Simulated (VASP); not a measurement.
# Hf8HO16 (a cell with a defect) in VASP: a series of runs

Runs on Hf8HO16 (a cell with a defect). Level: PBE. Tasks: single point.

All numbers are computed with VASP 6.6.1; they aren't measurements. Logs are shortened: lines on timing, memory, paths and dates and some standing lists are left out, and cuts for length are marked.

### 1 The cell of the first run

The cell holds a defect, 25 atoms: a = 7.192 Å, b = 7.352 Å, c = 7.330 Å, α = 58.66°, β = 60.82°, γ = 60.52°.

### 2 Single point, PBE

Input file INCAR:

```
SYSTEM = Hf8HO16
PREC     = Accurate       ! precision mode
ENCUT    = 520            ! plane-wave cutoff, eV
EDIFF    = 1E-6           ! SCF threshold, eV
ISMEAR   = -1             ! smearing method
SIGMA    = 0.01           ! smearing width, eV
LREAL    = .False.        ! projectors in reciprocal space
LASPH    = .True.         ! aspherical terms in the spheres
NELM     = 120            ! most SCF steps
ALGO     = Normal         ! electronic algorithm
ISIF     = 2              ! what is computed and relaxed
LWAVE    = .False.        ! write WAVECAR
LCHARG   = .False.        ! write CHGCAR
GGA      = PE             ! functional
NELECT   = 176.0        
NBANDS   = 106            ! bands
GGA_COMPAT= .False.
```

Input file KPOINTS:

```
regular mesh
0
Gamma
  1 1 1
  0 0 0
```

Input file POSCAR:

```
Hf8HO16
1.0
    0.0000000000      5.0697034800      5.1017273300
    5.2943205200      0.0000000000      5.1017273300
    5.2943205200      5.0697034800      0.0000000000
Hf O H
8 16 1
Direct
    0.2564946833      0.0121427626      0.0172885873
    0.7427414286      0.5078063932      0.5224848367
    0.2802681225      0.4739364344      0.9878764594
    0.7740957890      0.9730779471      0.4995238665
    0.2264727624      0.0256140146      0.5026775744
    0.7294655433      0.5204405351      0.0063218681
    0.2608225621      0.4880706564      0.4743253642
    0.7481912141      1.0010643660      0.9555062574
    0.0326514276      0.3203582264      0.0449205648
    0.5293611315      0.8212847487      0.5516022861
    0.4086082760      0.4405552954      0.6761591116
    0.9083687496      0.9349675151      0.1729009976
    0.1037712543      0.3896275178      0.3454258258
    0.6072237399      0.8895938095      0.8467324981
    0.3348793283      0.6557622080      0.1079329602
    0.8443447551      0.1492934133      0.6052317396
    0.1362524595      0.8588463907      0.3977681219
    0.6429219066      0.3506245281      0.9026643453
    0.4018893911      0.0941232015      0.1419645070
    0.9003084526      0.5964742067      0.6383142757
    0.2040199758      0.1547663492      0.7142473387
    0.6958838826      0.6551644103      0.2169050050
    0.0696844682      0.7792856394      0.8470579051
    0.5815274118      0.2755756275      0.3330239063
    1.0201628451      0.7859705297      0.1754017523
```

Potentials or basis: VASP PAW PBE potentials, release 64 (Hf_pv, O, H).

Run with:

```
cat potpaw_PBE.64/Hf_pv/POTCAR potpaw_PBE.64/O/POTCAR potpaw_PBE.64/H/POTCAR > POTCAR
mpirun -np 1 vasp_gam > vasp.out
```

OUTCAR:

```text
SYSTEM = Hf8HO16
   PREC = Accurate
   ENCUT = 520
   EDIFF = 1E-6
   ISMEAR = -1
   LREAL = .False.
   LASPH = .True.
   NELM = 120
   ISIF = 2
   GGA = PE
   NELECT = 176.0

 ion  position               nearest neighbor table
   1  0.256  0.012  0.017-  21 2.04   9 2.08  19 2.10  14 2.14  15 2.17  17 2.27  12 2.42   8 3.30
                             3 3.37   5 3.51   6 3.55   4 3.55   7 3.55   7 3.69   6 3.79   4 3.83
   2  0.743  0.508  0.522-  22 2.04  10 2.10  20 2.16  16 2.17  13 2.20  18 2.27  11 2.29   3 3.41
                             8 3.41   4 3.45   7 3.50   5 3.55   6 3.55   7 3.73   6 3.78   5 3.79
   3  0.280  0.474  0.988-  23 2.04  11 2.11  18 2.17  13 2.17  15 2.19  19 2.26   9 2.32   1 3.37
                             2 3.41   8 3.47   6 3.48   5 3.49   7 3.55   6 3.74   5 3.75   7 3.78
   4  0.774  0.973  0.500-  24 2.04  14 2.10  16 2.15  17 2.16  12 2.22  20 2.24  10 2.31   8 3.36
                             2 3.45   6 3.47   5 3.47   1 3.55   7 3.57   5 3.75   6 3.75   7 3.77
   5  0.226  0.026  0.503-  10 2.03  21 2.11  13 2.17  17 2.18  19 2.20  16 2.28  23 2.32   7 3.42
                             8 3.43   4 3.47   3 3.49   1 3.51   2 3.55   3 3.75   4 3.75   2 3.79
   6  0.729  0.520  0.006-   9 2.00  22 2.10  18 2.18  14 2.20  20 2.23  24 2.24  15 2.35   8 3.42
                             7 3.44   4 3.47   3 3.48   1 3.55   2 3.55   3 3.74   4 3.75   2 3.78
   7  0.261  0.488  0.474-  11 2.02  24 2.15  20 2.17  15 2.20  17 2.25  21 2.25  13 2.29   5 3.42
                             6 3.44   2 3.50   1 3.55   3 3.55   4 3.57   1 3.69   2 3.73   4 3.77
   8  0.748  0.001  0.956-  16 2.09  23 2.12  19 2.13  12 2.13  14 2.15  18 2.16  22 2.33   1 3.30
                             4 3.36   2 3.41   6 3.42   5 3.43   3 3.47   2 3.84
   9  0.033  0.320  0.045-   6 2.00   1 2.08   3 2.32
  10  0.529  0.821  0.552-   5 2.03   2 2.10   4 2.31
  11  0.409  0.441  0.676-   7 2.02   3 2.11   2 2.29
  12  0.908  0.935  0.173-  25 0.99   8 2.13   4 2.22   1 2.42
  13  0.104  0.390  0.345-   3 2.17   5 2.17   2 2.20   7 2.29
  14  0.607  0.890  0.847-   4 2.10   1 2.14   8 2.15   6 2.20
  15  0.335  0.656  0.108-   1 2.17   3 2.19   7 2.20   6 2.35
  16  0.844  0.149  0.605-   8 2.09   4 2.15   2 2.17   5 2.28
  17  0.136  0.859  0.398-   4 2.16   5 2.18   7 2.25   1 2.27
  18  0.643  0.351  0.903-   8 2.16   3 2.17   6 2.18   2 2.27
  19  0.402  0.094  0.142-   1 2.10   8 2.13   5 2.20   3 2.26
  20  0.900  0.596  0.638-   2 2.16   7 2.17   6 2.23   4 2.24
  21  0.204  0.155  0.714-   1 2.04   5 2.11   7 2.25
  22  0.696  0.655  0.217-   2 2.04   6 2.10   8 2.33
  23  0.070  0.779  0.847-   3 2.04   8 2.12   5 2.32
  24  0.582  0.276  0.333-   4 2.04   7 2.15   6 2.24
  25  0.020  0.786  0.175-  12 0.99

  LATTYP: Found a face centered orthorhombic cell.
 ALAT       =    10.1394069600
 B/A-ratio  =     1.0063167107
 C/A-ratio  =     1.0443057549

  Lattice vectors:

 A1 = (  -5.2943205200,   0.0000000000,  -5.1017273300)
 A2 = (  -5.2943205200,   5.0697034800,   0.0000000000)
 A3 = (   0.0000000000,   5.0697034800,  -5.1017273300)

Analysis of symmetry for initial positions (statically):
=====================================================================
 Subroutine PRICEL returns:
 Original cell was already a primitive cell.

 Routine SETGRP: Setting up the symmetry group for a
 face centered orthorhombic supercell.

 Subroutine GETGRP returns: Found  1 space group operations
 (whereof  1 operations were pure point group operations)
 out of a pool of  8 trial point group operations.

The static configuration has the point symmetry C_1 .

Analysis of symmetry for dynamics (positions and initial velocities):
=====================================================================
 Subroutine PRICEL returns:
 Original cell was already a primitive cell.

 Routine SETGRP: Setting up the symmetry group for a
 face centered orthorhombic supercell.

 Subroutine GETGRP returns: Found  1 space group operations
 (whereof  1 operations were pure point group operations)
 out of a pool of  8 trial point group operations.

The dynamic configuration has the point symmetry C_1 .

 Subroutine INISYM returns: Found  1 space group operations
 (whereof  1 operations are pure point group operations),
 and found     1 'primitive' translations

----------------------------------------------------------------------------------------

                                     Primitive cell

  volume of cell :     273.8672

  direct lattice vectors                    reciprocal lattice vectors
     0.000000000  5.069703480  5.101727330    -0.094440825  0.098625097  0.098006022
     5.294320520  0.000000000  5.101727330     0.094440825 -0.098625097  0.098006022
     5.294320520  5.069703480  0.000000000     0.094440825  0.098625097 -0.098006022

  length of vectors
     7.192323347  7.352377270  7.330192572     0.168080813  0.168080813  0.168080813

  position of ions in fractional coordinates (direct lattice)
     0.256494683  0.012142763  0.017288587
     0.742741429  0.507806393  0.522484837
     0.280268122  0.473936434  0.987876459
     0.774095789  0.973077947  0.499523866
     0.226472762  0.025614015  0.502677574
     0.729465543  0.520440535  0.006321868
[... 17 lines left out ...]
     0.581527412  0.275575627  0.333023906
     0.020162845  0.785970530  0.175401752

  ion indices of the primitive-cell ions
   primitive index   ion index
                 1           1
                 2           2
                 3           3
                 4           4
                 5           5
                 6           6
[... 17 lines left out ...]
                24          24
                25          25

----------------------------------------------------------------------------------------

 KPOINTS: regular mesh

Automatic generation of k-mesh.
 Grid dimensions read from file:
 generate k-points for:    1    1    1

 Generating k-lattice:

  Cartesian coordinates                     Fractional coordinates (reciprocal lattice)
    -0.094440825  0.098625097  0.098006022     1.000000000 -0.000000000  0.000000000
     0.094440825 -0.098625097  0.098006022    -0.000000000  1.000000000  0.000000000
     0.094440825  0.098625097 -0.098006022     0.000000000  0.000000000  1.000000000

  Length of vectors
     0.168080813  0.168080813  0.168080813

  Shift w.r.t. Gamma in fractional coordinates (k-lattice)
     0.000000000  0.000000000  0.000000000

 Subroutine IBZKPT returns following result:
 ===========================================

 Found      1 irreducible k-points:

 Following reciprocal coordinates:
            Coordinates               Weight
  0.000000  0.000000  0.000000      1.000000
   k-points           NKPTS =      1   k-points in BZ     NKDIM =      1   number of bands    NBANDS=    106
   number of dos      NEDOS =    301   number of ions     NIONS =     25
   total plane-waves  NPLWV = 169344
   dimension x,y,z NGX =    54 NGY =   56 NGZ =   56
   dimension x,y,z NGXF=   108 NGYF=  112 NGZF=  112
   ions per type =               8  16   1
   NGX,Y,Z   is equivalent  to a cutoff of  12.48, 12.66, 12.70 a.u.
   NGXF,Y,Z  is equivalent  to a cutoff of  24.96, 25.32, 25.40 a.u.
 SYSTEM =  Hf8HO16
   PREC   = accura    normal or accurate (medium, high low for compatibility)
   ISTART =      0    job   : 0-new  1-cont  2-samecut
   ICHARG =      2    charge: 1-file 2-atom 10-const
   ISPIN  =      1    spin polarized calculation?
   LNONCOLLINEAR =      F non collinear calculations
   LSORBIT =      F    spin-orbit coupling
   LASPH  =      T    aspherical Exc in radial PAW
   ENCUT  =  520.0 eV  38.22 Ry    6.18 a.u.  13.37 13.67 13.63*2*pi/ulx,y,z
   NELM   =    120;   NELMIN=  2; NELMDL= -5     # of ELM steps
   EDIFF  = 0.1E-05   stopping-criterion for ELM
   LREAL  =      F    real-space projection
   EDIFFG = 0.1E-04   stopping-criterion for IOM
   NSW    =      0    number of steps for IOM
   IBRION =     -1    ionic relax: 0-MD 1-quasi-New 2-CG
   NFREE  =      0    steps in history (QN), initial steepest desc. (CG)
   ISIF   =      2    stress and relaxation
   ISYM   =      2    0-nonsym 1-usesym 2-fastsym
   POTIM  = 0.5000    time-step for ionic-motion
   TEBEG  =    0.0;   TEEND  =   0.0 temperature during run
   PSTRESS=    0.0 pullay stress
   NELECT =     176.0000    total number of electrons
   NUPDOWN=      -1.0000    fix difference up-down
   EMIN   =  10.00;   EMAX   =-10.00  energy-range for DOS
   EFERMI =   0.00;   METHOD = LEGACY
   ISMEAR =    -1;   SIGMA  =   0.01  broadening in eV -4-tet -1-fermi 0-gaus
   EFERMI_NEDOS =   21; number of points for ismear=-14 and -15
   IALGO  =     38    algorithm
   IMIX   =      4    mixing-type and parameters
     AMIX     =   0.40;   BMIX     =  1.00
     AMIX_MAG =   1.60;   BMIX_MAG =  1.00
  volume/ion in A,a.u.               =      10.95        73.93
  Fermi-wavevector in a.u.,A,eV,Ry     =   1.412751  2.669713 27.155408  1.995866
  Thomas-Fermi vector in A             =   2.534468
   LORBIT       =      0    0 simple, 1 ext, 2 COOP (PROOUT), +10 PAW based schemes
   GGA     = PE    functional components
   LHFCALC =     F    Hartree Fock is set to
   AEXX    =    0.0000 exact exchange contribution
   IVDW    =     0    specifies the selected vdW correction
   LEPSILON=     F    determine dielectric tensor
   LRPA    =     F    only Hartree local field effects (RPA)
 non-spin polarized calculation
  energy-cutoff  :      520.00
  volume of cell :      273.87
 maximum number of plane-waves:      3694
 NGX is ok and might be reduce to    54
   NGX = 27   NGY = 27   NGZ = 27

 number of electron     176.0000000 magnetization

 Free energy of the ion-electron system (eV)
  ---------------------------------------------------
  ext. energy  EPLUGINS =         0.00000000
  ---------------------------------------------------
  free energy    TOTEN  =      -250.71007449 eV

  energy without entropy =     -250.71007449  energy(sigma->0) =     -250.71007449

 E-fermi :   3.6471     XC(G=0): -11.5792

 val. band max:        3.3667967520   @ k =   0.0000   0.0000   0.0000
 cond. band min:       7.9259068683   @ k =   0.0000   0.0000   0.0000
 fundamental gap:      4.5591101163
 Fermi energy:         3.6471064418

 k-point     1 :       0.0000    0.0000    0.0000
  band No.  band energies     occupation
      1     -26.4407      2.00000
      2     -26.3169      2.00000
      3     -26.2784      2.00000
      4     -26.2392      2.00000
      5     -26.2325      2.00000
      6     -26.2126      2.00000
[... 92 lines left out ...]
     99       8.9971      0.00000
    100       9.1309      0.00000
 [bands above 100 left out]

------------------------ aborting loop because EDIFF is reached ----------------------------------------

  FORCE on cell =-STRESS in cart. coord.  units (eV):
  Direction    XX          YY          ZZ          XY          YZ          ZX
  --------------------------------------------------------------------------------------
  -------------------------------------------------------------------------------------
  Total      -13.9345628    -12.9075583    -11.9010695      2.1079020      2.0375613     -0.4805795
  in kB      -81.5199493    -75.5117702    -69.6236111     12.3316438     11.9201365     -2.8114852
  external PRESSURE =     -75.5517768 kB  Pullay stress =       0.0000000 kB

 VOLUME and BASIS-vectors are now :
 -----------------------------------------------------------------------------
  energy-cutoff  :      520.00
  volume of cell :      273.87
      direct lattice vectors                 reciprocal lattice vectors
     0.000000000  5.069703480  5.101727330    -0.094440825  0.098625097  0.098006022
     5.294320520  0.000000000  5.101727330     0.094440825 -0.098625097  0.098006022
     5.294320520  5.069703480  0.000000000     0.094440825  0.098625097 -0.098006022

 POSITION                                       TOTAL-FORCE (eV/Angst)
 -----------------------------------------------------------------------------------
      0.15582      1.38800      1.37051         0.041255      0.015594      0.042376
      5.45469      6.41432      6.37995         0.041347      0.010105     -0.006149
      7.73931      6.42912      3.84775        -0.044680      0.010398     -0.006405
      7.79643      6.45687      8.91360        -0.000128      0.020626     -0.002684
      2.79695      3.69658      1.28608         0.036160     -0.003286      0.016008
      2.78885      3.73022      6.37668         0.033891      0.021022      0.001761
[... 17 lines left out ...]
      3.22212      4.63650      4.37271         0.039924      0.043684      0.010637
      5.08981      0.99145      4.11267        -0.085341      0.061820     -0.015715
 -----------------------------------------------------------------------------------
    total drift:                                0.000095      0.000022     -0.000096

  FREE ENERGIE OF THE ION-ELECTRON SYSTEM (eV)
  ---------------------------------------------------
  free  energy   TOTEN  =      -250.7100744926 eV

  energy  without entropy=     -250.7100744926  energy(sigma->0) =     -250.71007449
```

It took 2 min on 1 thread of AMD EPYC 7R43 (Zen 3), shared host; peak memory 0.35 GiB.

What came out:

```
Free energy   : -250.7101 eV
Largest force : 0.148 eV/Å
```

Forces in eV/Å, atoms in the order of the input:
```
Hf   0.041  0.016  0.042
Hf   0.041  0.010 -0.006
Hf  -0.045  0.010 -0.006
Hf   0.000  0.021 -0.003
Hf   0.036 -0.003  0.016
Hf   0.034  0.021  0.002
Hf  -0.038  0.006 -0.023
Hf  -0.043 -0.045 -0.003
O   -0.039 -0.040 -0.007
O   -0.045 -0.041 -0.009
O    0.044 -0.035  0.003
O    0.110 -0.098  0.008
O   -0.013  0.033  0.004
O    0.011  0.035  0.026
O    0.007  0.026 -0.008
O    0.018  0.046 -0.026
O    0.020 -0.034  0.006
O    0.001 -0.042 -0.009
O   -0.037 -0.054  0.001
O   -0.013 -0.045  0.003
O   -0.041  0.031  0.011
O   -0.044  0.041 -0.010
O    0.037  0.035 -0.008
O    0.040  0.044  0.011
H   -0.085  0.062 -0.016
```

Caveat: the k points lie up to 1.06 Å⁻¹ apart; the cell carries a net charge on a neutralising background, which shifts energy and pressure; the cell is charged against a uniform background, so pressure and absolute levels hang on convention; spin-orbit coupling is left out, which moves the levels of the heavy elements.

### 3 Single point, PBE

Input file INCAR:

```
ALGO     = Normal         # electronic algorithm
EDIFF    = 1E-6           # SCF threshold, eV
ENCUT    = 520            # plane-wave cutoff, eV
GGA      = PE             # functional
GGA_COMPAT= F            
ISIF     = 2              # what is computed and relaxed
ISMEAR   = -1             # smearing method
LASPH    = T              # aspherical terms in the spheres
LCHARG   = F              # write CHGCAR
LREAL    = F              # projectors in reciprocal space
LWAVE    = F              # write WAVECAR
NBANDS   = 106            # bands
NELECT   = 176.0        
NELM     = 120            # most SCF steps
PREC     = Accurate       # precision mode
SIGMA    = 0.01           # smearing width, eV
```

Input file KPOINTS:

```
k-points
0
Gamma
  1 1 1
```

Input file POSCAR:

```
Hf8HO16
1.0
    0.0000000000      5.0697034800      5.1017273300
    5.2943205200      0.0000000000      5.1017273300
    5.2943205200      5.0697034800      0.0000000000
Hf O H
8 16 1
Direct
    0.2519103208     -0.0000366089      0.0200227430
    0.7512286528      0.4920855406      0.5383560391
    0.2742825521      0.4762593236      0.9891266443
    0.7783075839      0.9686795488      0.4872366487
    0.2338430565      0.0167263913      0.5015607032
    0.7337288458      0.5208611364      0.0011703480
    0.2626737137      0.4857647568      0.4720546613
    0.7506286197      1.0138329867      0.9430305921
    0.0332805184      0.3176363151      0.0500580835
    0.5362237831      0.8185271773      0.5530050094
    0.4172466052      0.4433231031      0.6705544904
    0.9023374568      0.9219352646      0.1767477445
    0.1178716906      0.3787440311      0.3488881523
    0.6156261292      0.8822014703      0.8498668783
    0.3544919781      0.6444835983      0.1100872640
    0.8492775007      0.1494293432      0.5970885499
    0.1379935677      0.8518131533      0.3987792457
    0.6437076988      0.3520483798      0.9054219556
    0.4059624146      0.0880600678      0.1361554846
    0.9040442249      0.5841770204      0.6474431611
    0.2044853175      0.1506075526      0.7163048270
    0.7512516490      0.6686972294      0.2074002760
    0.0821065370      0.7823242165      0.8318364615
    0.5891746814      0.2828405621      0.3344418611
    0.8573509043      0.7515780856      0.2060065526
```

Potentials or basis: VASP PAW PBE potentials, release 64 (Hf_pv, O, H).

Run with:

```
cat potpaw_PBE.64/Hf_pv/POTCAR potpaw_PBE.64/O/POTCAR potpaw_PBE.64/H/POTCAR > POTCAR
mpirun -np 1 vasp_gam > vasp.out
```

Run time: 2 min. Hardware: 1 thread of AMD EPYC 7R43 (Zen 3), shared host; peak memory 0.35 GiB.

The run converged. Its results:

* Free energy: -249.7315 eV
* Largest force: 0.090 eV/Å

Forces on the atoms (eV/Å):
```
Hf   0.026  0.026  0.015
Hf   0.055  0.008 -0.014
Hf  -0.028 -0.003 -0.017
Hf  -0.024 -0.008 -0.007
Hf   0.058 -0.007 -0.010
Hf  -0.031 -0.048 -0.033
Hf  -0.041 -0.015 -0.029
Hf  -0.026 -0.030 -0.027
O   -0.026 -0.042  0.021
O   -0.030 -0.034  0.021
O    0.022 -0.032  0.019
O    0.054 -0.037  0.007
O   -0.030  0.046  0.018
O   -0.005  0.060  0.020
O    0.035  0.036  0.013
O    0.061  0.066 -0.010
O    0.021 -0.041  0.004
O   -0.032 -0.038  0.014
O   -0.041 -0.034 -0.002
O   -0.022 -0.034 -0.008
O   -0.031  0.043  0.011
O   -0.014  0.021 -0.072
O    0.008  0.045  0.014
O    0.018  0.044  0.006
H    0.023  0.007  0.045
```

Levels at points of the mesh, in eV from the Fermi level:
```
           k point  band 85  band 86  band 87  band 88  band 89  band 90  band 91  band 92
(0.00, 0.00, 0.00)    -0.92    -0.56    -0.38    -0.33     4.13     4.29     4.44     4.57
```

Caveat: the k points lie up to 1.06 Å⁻¹ apart; the cell carries a net charge on a neutralising background, which shifts energy and pressure; the cell is charged against a uniform background, so pressure and absolute levels hang on convention; spin-orbit coupling is left out, which moves the levels of the heavy elements.

(Part 1 of 2 ends here.)
